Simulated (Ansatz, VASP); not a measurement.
## KC in VASP and in Ansatz

INCAR

```
ALGO = Normal
EDIFF = 1E-6
ENCUT = 520
GGA = PE
ISIF = 2
ISMEAR = 0
ISPIN = 2
LASPH = T
LCHARG = F
LORBIT = 11
LREAL = F
LWAVE = F
MAGMOM = 0 0 1 1
NBANDS = 25
NELM = 150
PREC = Accurate
SIGMA = 0.1
```

The input KPOINTS:

```
k-points
0
Gamma
  6 6 4
```

POSCAR

```
KC
1.0
    3.7784020000     -2.1839030000      0.0000000000
    3.7784020000      2.1839030000      0.0000000000
   -2.4836860000      0.0000000000      7.1228210000
K C
2 2
Direct
    0.7584910000      0.2415090000      0.7500000000
    0.2415090000      0.7584910000      0.2500000000
    0.0000000000      0.5000000000      0.5000000000
    0.5000000000      0.0000000000      0.0000000000
```

Input for Ansatz:

```yaml
crystal:
  lattice:
    - [3.778402, -2.183903, 0.0]
    - [3.778402, 2.183903, 0.0]
    - [-2.483686, 0.0, 7.122821]
  atoms:
    - { symbol: K, position: [0.758491, 0.241509, 0.75] }
    - { symbol: K, position: [0.241509, 0.758491, 0.25] }
    - { symbol: C, position: [0.0, 0.5, 0.5], spin: 1.0 }
    - { symbol: C, position: [0.5, 0.0, 0.0], spin: 1.0 }
basis:
  ecutwfc: 420
kpoints:
  mp_grid: { grid: [6, 6, 4] }
hamiltonian:
  xc: pbe
scf:
  occupations: { method: gaussian, width: 0.1 }
  lower_state_search: "off"
output:
  forces: true
  stress: true
  eigenvalues: true
  populations: true
magnetization:
  spin_polarized: true
```

Alike in both runs: task single point; functional PBE; k mesh 6 × 6 × 4; occupations gaussian, width 0.1 eV; collinear spin.

```csv
,VASP,Ansatz
version,VASP 6.6.1,Ansatz 0.2.0
potentials or method,"VASP PAW PBE potentials, release 64 (K_sv, C), cutoff 520 eV","scalar-relativistic, plane waves, PAW"
valence electrons in the cell,26,26
```

Ansatz gave:

```
gap on the k mesh at the Fermi level (eV)                     : 0.58
least direct gap on the mesh (eV)                             : 0.58
pressure (GPa)                                                : 0.0
traceless stress, the component that is largest in VASP (GPa) : -0.05
rms of the force components (eV/Å)                            : 0.014
net moment per atom (μB)                                      : 1.50
size of the moment on the site where the two differ most (μB) : 2.29
```

**Question.** What did VASP give for the same quantities?

**Answer.** gap on the k mesh at the Fermi level (eV): 0.58; least direct gap on the mesh (eV): 0.58; pressure (GPa): 0.1; traceless stress, the component that is largest in VASP (GPa): -0.05; rms of the force components (eV/Å): 0.014; net moment per atom (μB): 1.50; size of the moment on the site where the two differ most (μB): 1.22.

Site moments also hang on the region over which each program counts them. Atom by atom the forces differ by 0.000 eV/Å (rms over components).
